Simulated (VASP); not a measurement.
# Si (Fd-3m) in VASP: a series of runs

Si is run at these levels: LDA; tasks: relaxation of cell and atoms.

Everything below comes from runs of VASP 6.6.1. Logs are shortened: lines on timing, memory, paths and dates and some standing lists are left out, and cuts for length are marked.

### Step 1. The cell of the first run

It takes space group Fd-3m (No. 227, cubic). Conventional cell: a = 5.437 Å, b = 5.437 Å, c = 5.437 Å, α = 90.00°, β = 90.00°, γ = 90.00°. Si (site symmetry -43m) has 4 Si at 2.35 Å within 3.1 Å.

### Step 2. Relaxation of cell and atoms, LDA

INCAR reads:

```
SYSTEM = Si
  PREC = Accurate
  ENCUT = 600
  EDIFF = 1E-7
  ISMEAR = 0
  SIGMA = 0.02
  LREAL = .FALSE.
  LASPH = .TRUE.
  NELM = 100
  ALGO = Normal
  ISIF = 3
  LWAVE = .FALSE.
  LCHARG = .FALSE.
  GGA = CA
  IBRION = 2
  NSW = 100
  EDIFFG = -0.002
```

KPOINTS reads:

```
Automatic mesh
0
G
  8 8 8
  0 0 0
```

POSCAR reads:

```
Si
1.0
    0.0000000000      2.7185000000      2.7185000000
    2.7185000000      0.0000000000      2.7185000000
    2.7185000000      2.7185000000      0.0000000000
Si
2
Direct
    0.5000000000      0.5000000000      0.5000000000
    0.7500000000      0.7500000000      0.7500000000
```

Potentials or basis: VASP PAW LDA potentials, release 64 (Si).

Launch:

```bash
$ cat potpaw_LDA.64/Si/POTCAR > POTCAR
$ mpirun -np 1 vasp_std > vasp.out
```

OUTCAR:

```text
SYSTEM = Si
   PREC = Accurate
   ENCUT = 600
   EDIFF = 1E-7
   ISMEAR = 0
   LREAL = .FALSE.
   LASPH = .TRUE.
   NELM = 100
   ISIF = 3
   GGA = CA
   IBRION = 2
   NSW = 100
   EDIFFG = -0.002

 ion  position               nearest neighbor table
   1  0.500  0.500  0.500-   2 2.35   2 2.35   2 2.35   2 2.35
   2  0.750  0.750  0.750-   1 2.35   1 2.35   1 2.35   1 2.35

  LATTYP: Found a face centered cubic cell.
 ALAT       =     5.4370000000

  Lattice vectors:

 A1 = (   0.0000000000,   2.7185000000,   2.7185000000)
 A2 = (   2.7185000000,   0.0000000000,   2.7185000000)
 A3 = (   2.7185000000,   2.7185000000,   0.0000000000)

Analysis of symmetry for initial positions (statically):
=====================================================================
 Subroutine PRICEL returns:
 Original cell was already a primitive cell.

 Routine SETGRP: Setting up the symmetry group for a
 face centered cubic supercell.

 Subroutine GETGRP returns: Found 48 space group operations
 (whereof 24 operations were pure point group operations)
 out of a pool of 48 trial point group operations.

The static configuration has the point symmetry T_d .
 The point group associated with its full space group is O_h .

Analysis of symmetry for dynamics (positions and initial velocities):
=====================================================================
 Subroutine PRICEL returns:
 Original cell was already a primitive cell.

 Routine SETGRP: Setting up the symmetry group for a
 face centered cubic supercell.

 Subroutine GETGRP returns: Found 48 space group operations
 (whereof 24 operations were pure point group operations)
 out of a pool of 48 trial point group operations.

The dynamic configuration has the point symmetry T_d .
 The point group associated with its full space group is O_h .

 Subroutine INISYM returns: Found 48 space group operations
 (whereof 24 operations are pure point group operations),
 and found     1 'primitive' translations

----------------------------------------------------------------------------------------

                                     Primitive cell

  volume of cell :      40.1807

  direct lattice vectors                    reciprocal lattice vectors
     0.000000000  2.718500000  2.718500000    -0.183924959  0.183924959  0.183924959
     2.718500000  0.000000000  2.718500000     0.183924959 -0.183924959  0.183924959
     2.718500000  2.718500000  0.000000000     0.183924959  0.183924959 -0.183924959

  length of vectors
     3.844539569  3.844539569  3.844539569     0.318567373  0.318567373  0.318567373

  position of ions in fractional coordinates (direct lattice)
     0.500000000  0.500000000  0.500000000
     0.750000000  0.750000000  0.750000000

  ion indices of the primitive-cell ions
   primitive index   ion index
                 1           1
                 2           2

----------------------------------------------------------------------------------------

 KPOINTS: Automatic mesh

Automatic generation of k-mesh.
 Grid dimensions read from file:
 generate k-points for:    8    8    8

 Generating k-lattice:

  Cartesian coordinates                     Fractional coordinates (reciprocal lattice)
    -0.022990620  0.022990620  0.022990620     0.125000000  0.000000000  0.000000000
     0.022990620 -0.022990620  0.022990620     0.000000000  0.125000000  0.000000000
     0.022990620  0.022990620 -0.022990620     0.000000000  0.000000000  0.125000000

  Length of vectors
     0.039820922  0.039820922  0.039820922

  Shift w.r.t. Gamma in fractional coordinates (k-lattice)
     0.000000000  0.000000000  0.000000000

 Subroutine IBZKPT returns following result:
 ===========================================

 Found     29 irreducible k-points:

 Following reciprocal coordinates:
            Coordinates               Weight
  0.000000  0.000000  0.000000      1.000000
  0.125000  0.000000  0.000000      8.000000
  0.250000  0.000000  0.000000      8.000000
  0.375000  0.000000  0.000000      8.000000
  0.500000  0.000000  0.000000      4.000000
  0.125000  0.125000  0.000000      6.000000
[... 16 lines left out ...]
  0.500000  0.250000  0.125000     48.000000
 -0.375000  0.250000  0.125000     24.000000
 [... further k-points ...]
   k-points           NKPTS =     29   k-points in BZ     NKDIM =     29   number of bands    NBANDS=      8
   number of dos      NEDOS =    301   number of ions     NIONS =      2
   total plane-waves  NPLWV =  32768
   dimension x,y,z NGX =    32 NGY =   32 NGZ =   32
   dimension x,y,z NGXF=    64 NGYF=   64 NGZF=   64
   ions per type =               2
   NGX,Y,Z   is equivalent  to a cutoff of  13.84, 13.84, 13.84 a.u.
   NGXF,Y,Z  is equivalent  to a cutoff of  27.67, 27.67, 27.67 a.u.
 SYSTEM =  Si
   PREC   = accura    normal or accurate (medium, high low for compatibility)
   ISTART =      0    job   : 0-new  1-cont  2-samecut
   ICHARG =      2    charge: 1-file 2-atom 10-const
   ISPIN  =      1    spin polarized calculation?
   LNONCOLLINEAR =      F non collinear calculations
   LSORBIT =      F    spin-orbit coupling
   LASPH  =      T    aspherical Exc in radial PAW
   ENCUT  =  600.0 eV  44.10 Ry    6.64 a.u.   7.68  7.68  7.68*2*pi/ulx,y,z
   NELM   =    100;   NELMIN=  2; NELMDL= -5     # of ELM steps
   EDIFF  = 0.1E-06   stopping-criterion for ELM
   LREAL  =      F    real-space projection
   EDIFFG = -.2E-02   stopping-criterion for IOM
   NSW    =    100    number of steps for IOM
   IBRION =      2    ionic relax: 0-MD 1-quasi-New 2-CG
   NFREE  =      1    steps in history (QN), initial steepest desc. (CG)
   ISIF   =      3    stress and relaxation
   ISYM   =      2    0-nonsym 1-usesym 2-fastsym
   POTIM  = 0.5000    time-step for ionic-motion
   TEBEG  =    0.0;   TEEND  =   0.0 temperature during run
   PSTRESS=    0.0 pullay stress
   NELECT =       8.0000    total number of electrons
   NUPDOWN=      -1.0000    fix difference up-down
   EMIN   =  10.00;   EMAX   =-10.00  energy-range for DOS
   EFERMI =   0.00;   METHOD = LEGACY
   ISMEAR =     0;   SIGMA  =   0.02  broadening in eV -4-tet -1-fermi 0-gaus
   EFERMI_NEDOS =   21; number of points for ismear=-14 and -15
   IALGO  =     38    algorithm
   IMIX   =      4    mixing-type and parameters
     AMIX     =   0.40;   BMIX     =  1.00
     AMIX_MAG =   1.60;   BMIX_MAG =  1.00
  volume/ion in A,a.u.               =      20.09       135.58
  Fermi-wavevector in a.u.,A,eV,Ry     =   0.955943  1.806471 12.433381  0.913828
  Thomas-Fermi vector in A             =   2.084827
   LORBIT       =      0    0 simple, 1 ext, 2 COOP (PROOUT), +10 PAW based schemes
   GGA     = CA    functional components
   LHFCALC =     F    Hartree Fock is set to
   AEXX    =    0.0000 exact exchange contribution
   IVDW    =     0    specifies the selected vdW correction
   LEPSILON=     F    determine dielectric tensor
   LRPA    =     F    only Hartree local field effects (RPA)
 conjugate gradient relaxation of ions
 non-spin polarized calculation
 Gauss-broadening in eV      SIGMA  =   0.02
  energy-cutoff  :      600.00
  volume of cell :       40.18
 maximum number of plane-waves:      1363
   NGX = 15   NGY = 15   NGZ = 15

--------------------------------------- Ionic step        1  -------------------------------------------

 number of electron       7.9999999 magnetization

 Free energy of the ion-electron system (eV)
  ---------------------------------------------------
  ext. energy  EPLUGINS =         0.00000000
  ---------------------------------------------------
  free energy    TOTEN  =       -11.91167877 eV

  energy without entropy =      -11.91167877  energy(sigma->0) =      -11.91167877

------------------------ aborting loop because EDIFF is reached ----------------------------------------

  FORCE on cell =-STRESS in cart. coord.  units (eV):
  Direction    XX          YY          ZZ          XY          YZ          ZX
  --------------------------------------------------------------------------------------
  -------------------------------------------------------------------------------------
  Total       -0.4371044     -0.4371044     -0.4371044     -0.0000000     -0.0000000      0.0000000
  in kB      -17.4292115    -17.4292115    -17.4292115     -0.0000000     -0.0000000      0.0000000
  external PRESSURE =     -17.4292115 kB  Pullay stress =       0.0000000 kB

 VOLUME and BASIS-vectors are now :
 -----------------------------------------------------------------------------
  energy-cutoff  :      600.00
  volume of cell :       40.18
      direct lattice vectors                 reciprocal lattice vectors
     0.000000000  2.718500000  2.718500000    -0.183924959  0.183924959  0.183924959
     2.718500000  0.000000000  2.718500000     0.183924959 -0.183924959  0.183924959
     2.718500000  2.718500000  0.000000000     0.183924959  0.183924959 -0.183924959
[... 37 lines left out ...]
 POSITION                                       TOTAL-FORCE (eV/Angst)
 -----------------------------------------------------------------------------------
      2.68984      2.68984      2.68984         0.000000      0.000000      0.000000
      4.03476      4.03476      4.03476        -0.000000     -0.000000     -0.000000
 -----------------------------------------------------------------------------------
    total drift:                               -0.000000     -0.000000     -0.000000

  FREE ENERGIE OF THE ION-ELECTRON SYSTEM (eV)
  ---------------------------------------------------
  free  energy   TOTEN  =       -11.9137601080 eV

  energy  without entropy=      -11.9137601080  energy(sigma->0) =      -11.91376011

--------------------------------------- Ionic step        3  -------------------------------------------

 number of electron       7.9999999 magnetization

 Free energy of the ion-electron system (eV)
  ---------------------------------------------------
  ext. energy  EPLUGINS =         0.00000000
  ---------------------------------------------------
  free energy    TOTEN  =       -11.91580840 eV

  energy without entropy =      -11.91580840  energy(sigma->0) =      -11.91580840

 E-fermi :   6.0179     XC(G=0):  -9.6626

 val. band max:        5.9279763252   @ k =   0.0000   0.0000   0.0000
 cond. band min:       6.4184700368   @ k =   0.3750   0.3750   0.0000
 fundamental gap:      0.4904937116
 Fermi energy:         6.0178805633

 k-point     1 :       0.0000    0.0000    0.0000
  band No.  band energies     occupation
      1      -6.1344      2.00000
      2       5.9280      2.00000
      3       5.9280      2.00000
      4       5.9280      2.00000
      5       8.4578      0.00000
      6       8.4578      0.00000
      7       8.4578      0.00000
      8       9.3125      0.00000

 k-point     2 :       0.1250    0.0000    0.0000
  band No.  band energies     occupation
      1      -5.9275      2.00000
      2       4.3110      2.00000
      3       5.6340      2.00000
      4       5.6340      2.00000
      5       8.3940      0.00000
      6       8.8882      0.00000
      7       8.8882      0.00000
      8      10.6453      0.00000
[... 221 lines left out ...]
 k-point    23 :       0.5000    0.2500    0.1250
  band No.  band energies     occupation
      1      -3.8825      2.00000
      2       0.0415      2.00000
      3       2.5409      2.00000
      4       3.9632      2.00000
      5       8.7343      0.00000
      6       9.4233      0.00000
      7      10.8915      0.00000
      8      11.8405      0.00000

 k-point    24 :      -0.3750    0.2500    0.1250
  band No.  band energies     occupation
      1      -3.2128      2.00000
      2      -0.9265      2.00000
      3       2.4142      2.00000
      4       3.7276      2.00000
      5       8.9468      0.00000
      6       8.9680      0.00000
      7      11.8183      0.00000
      8      12.9947      0.00000

 [... further k-points ...]
[... 5 lines left out ...]
  --------------------------------------------------------------------------------------
  -------------------------------------------------------------------------------------
  Total       -0.0003727     -0.0003727     -0.0003727      0.0000000      0.0000000      0.0000000
  in kB       -0.0151412     -0.0151412     -0.0151412      0.0000000      0.0000000      0.0000000
  external PRESSURE =      -0.0151412 kB  Pullay stress =       0.0000000 kB

 VOLUME and BASIS-vectors are now :
 -----------------------------------------------------------------------------
  energy-cutoff  :      600.00
  volume of cell :       39.44
      direct lattice vectors                 reciprocal lattice vectors
    -0.000000000  2.701577818  2.701577818    -0.185077030  0.185077030  0.185077030
     2.701577818  0.000000000  2.701577818     0.185077030 -0.185077030  0.185077030
     2.701577818  2.701577818  0.000000000     0.185077030  0.185077030 -0.185077030

 POSITION                                       TOTAL-FORCE (eV/Angst)
 -----------------------------------------------------------------------------------
      2.70158      2.70158      2.70158         0.000000      0.000000      0.000000
      4.05237      4.05237      4.05237        -0.000000     -0.000000     -0.000000
 -----------------------------------------------------------------------------------
    total drift:                               -0.000000     -0.000000     -0.000000

  FREE ENERGIE OF THE ION-ELECTRON SYSTEM (eV)
  ---------------------------------------------------
  free  energy   TOTEN  =       -11.9158083957 eV

  energy  without entropy=      -11.9158083957  energy(sigma->0) =      -11.91580840

 reached required accuracy - stopping structural energy minimisation
```

It took 15 s on 1 thread of AMD EPYC 7R43 (Zen 3), shared host; peak memory 0.12 GiB.

Results:

```yaml
Free_energy: -11.9158 eV
Relaxed_volume: 19.72 Å³/atom
Relaxed_cell: a = 3.821 Å, b = 3.821 Å, c = 3.821 Å, α = 60.00°, β = 60.00°, γ = 60.00°
Space_group_after_relaxing_to_0.05_Å: Fd-3m (No. 227)
Energy_gained_by_relaxing: 2.1 meV/atom
Ionic_steps: 3
Pressure_after_relaxing: 0.0 GPa
Band_gap_on_the_k_mesh: 0.49 eV, indirect (least direct gap 2.53 eV)
```

Step by step:
```tsv
step	energy change (eV)	largest force (eV/Å)	pressure (GPa)	volume (Å³)
1	0.0000	0.0000	-1.74	40.18
2	-0.0021	0.0000	1.30	38.92
3	-0.0041	0.0000	0.00	39.44
```

Final structure:
```cif
data_structure
_symmetry_space_group_name_H-M 'P 1'
_symmetry_Int_Tables_number 1
_cell_length_a 3.8206
_cell_length_b 3.8206
_cell_length_c 3.8206
_cell_angle_alpha 60.000
_cell_angle_beta 60.000
_cell_angle_gamma 60.000
_cell_volume 39.44
loop_
_atom_site_label
_atom_site_type_symbol
_atom_site_fract_x
_atom_site_fract_y
_atom_site_fract_z
_atom_site_occupancy
Si1 Si 0.50000 0.50000 0.50000 1
Si2 Si 0.75000 0.75000 0.75000 1
```

(Part 1 of 2 ends here.)
